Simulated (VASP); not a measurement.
The system is BN.

```
B N
1.0
     2.52333    0.00000    0.00000
    -1.26166    2.18527    0.00000
     0.00000    0.00000    4.17522
B N
2 2
Direct
  0.66667 0.33333 0.99971
  0.33333 0.66667 0.49971
  0.66667 0.33333 0.62529
  0.33333 0.66667 0.12529
```

Base run:

- Program: VASP 6.6.1
- Functional: LDA
- Potentials or basis: VASP PAW LDA potentials, release 64 (B, N)
- Cutoff: 520 eV
- k mesh: 12 × 12 × 6
- Occupations: gaussian, width 0.02 eV
- Spin: no spin polarisation

Its results: band gap on the k mesh 4.91 eV, indirect (least direct gap 8.28 eV); pressure 0.9 GPa; largest force 0.004 eV/Å.

Q: The run is repeated on the same cell with these changes: potentials or basis from VASP PAW LDA potentials, release 64 (B, N) to VASP PAW LDA potentials, release 64 (B_h, N_h); cutoff from 520 eV to 910 eV; further incar settings from ALGO = Normal; EDIFF = 1e-07; NBANDS = 16 to ALGO = Normal; EDIFF = 1e-06; NBANDS = 16. What comes out?

A: Band gap on the k mesh 4.91 eV, indirect (least direct gap 8.28 eV); pressure 0.4 GPa; largest force 0.004 eV/Å.

Caveats: the cutoff is under 1.25 times the usual one of these potentials, so pressure, stress and relaxed cells hold a basis-set (Pulay) error (some runs).

A k mesh can miss the band edges.
